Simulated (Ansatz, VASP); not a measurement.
Two plane-wave programs on SrC2

INCAR

```
SYSTEM = SrC2
ALGO     = Normal         ! electronic algorithm
EDIFF    = 1E-6           ! SCF threshold, eV
ENCUT    = 520            ! plane-wave cutoff, eV
GGA      = CA             ! functional
ISIF     = 2              ! what is computed and relaxed
ISMEAR   = 0              ! smearing method
LASPH    = .True.         ! aspherical terms in the spheres
LCHARG   = .True.         ! write CHGCAR
LELF     = .True.         ! ELF
LREAL    = .False.        ! projectors in reciprocal space
LVHAR    = .True.       
LWAVE    = .False.        ! write WAVECAR
NBANDS   = 16             ! bands
NELM     = 60             ! most SCF steps
PREC     = Accurate       ! precision mode
SIGMA    = 0.05           ! smearing width, eV
```

Contents of KPOINTS:

```
k-points
0
Gamma
  9 9 9
  0 0 0
```

Contents of POSCAR:

```
SrC2
1.0
    2.5173255999      1.4533786128      2.3989288842
   -2.5173255999      1.4533786128      2.3989288842
    0.0000000000     -2.9067572255      2.3989288843
Sr C
1 2
Direct
    0.0000000000      0.0000000000      0.0000000000
    0.5915580000      0.5915580000      0.5915580000
    0.4084420000      0.4084420000      0.4084420000
```

Input for Ansatz:

```yaml
crystal:
  lattice:
    - [2.5173255999, 1.4533786128, 2.3989288842]
    - [-2.5173255999, 1.4533786128, 2.3989288842]
    - [0.0, -2.9067572255, 2.3989288843]
  atoms:
    - { symbol: Sr, position: [0.0, 0.0, 0.0] }
    - { symbol: C, position: [0.591558, 0.591558, 0.591558] }
    - { symbol: C, position: [0.408442, 0.408442, 0.408442] }
basis:
  ecutwfc: 420
kpoints:
  mp_grid: { grid: [9, 9, 9] }
hamiltonian:
  xc: lda
scf:
  occupations: { method: gaussian, width: 0.05 }
output:
  forces: true
  stress: true
  eigenvalues: true
```

Change from the starting cell: strain +0.000 along x and y, +0.040 along z, atoms carried along.

Alike in both runs: task single point; functional LDA; k mesh 9 × 9 × 9; occupations gaussian, width 0.05 eV; no spin polarisation.

|  | VASP | Ansatz |
| --- | --- | --- |
| version | VASP 6.6.1 | Ansatz 0.2.0 |
| potentials or method | VASP PAW LDA potentials, release 64 (Sr_sv, C), cutoff 520 eV | scalar-relativistic, plane waves, PAW |
| valence electrons in the cell | 18 | 18 |

```tsv
	VASP	Ansatz	Ansatz less VASP
gap on the k mesh at the Fermi level (eV)	1.61	1.63	+0.029
least direct gap on the mesh (eV)	2.27	2.28	+0.015
pressure (GPa)	-11.1	-11.4	-0.35
traceless stress, the component that is largest in VASP (GPa)	-10.75	-10.95	-0.198
rms of the force components (eV/Å)	1.581	1.615	+0.0335
```

LDA's correlation is that of Perdew and Zunger in VASP and of Perdew and Wang (1992) in Ansatz. Atom by atom the forces differ by 0.034 eV/Å (rms over components).
